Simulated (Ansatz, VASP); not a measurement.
TaSb: VASP beside Ansatz

```
Ta Sb
1.0
     0.00000    2.79429    2.79429
     2.79429    0.00000    2.79429
     2.79429    2.79429    0.00000
Ta Sb
1 1
Direct
  0.50000 0.50000 0.50000
  0.00000 0.00000 0.00000
```

Alike in both runs: functional PBEsol; k mesh 14 × 14 × 14; occupations fermi-dirac, width 0.15 eV; no spin polarisation.

Ansatz relaxed the structure, and its values are those at the end. VASP's run is a single point on that final structure, the one shown.

|  | VASP | Ansatz |
| --- | --- | --- |
| version | VASP 6.6.1 | Ansatz 0.2.0 |
| potentials or method | VASP PAW PBE potentials, release 64 (Ta_pv, Sb), cutoff 520 eV | scalar-relativistic, plane waves, PAW |
| valence electrons in the cell | 16 | 28 |

|  | VASP | Ansatz | Ansatz less VASP |
| --- | --- | --- | --- |
| gap on the k mesh at the Fermi level (eV) | none | none | - |
| pressure (GPa) | 0.3 | 0.0 | -0.28 |

VASP's potentials were made for PBE, not for PBEsol. A gap of «none» marks a metal or a gap that the smearing closes. VASP's potentials hold 16 valence electrons a cell and Ansatz's 28, so a difference there can come from the potentials and not from the codes.

Neither program's run includes spin-orbit coupling.
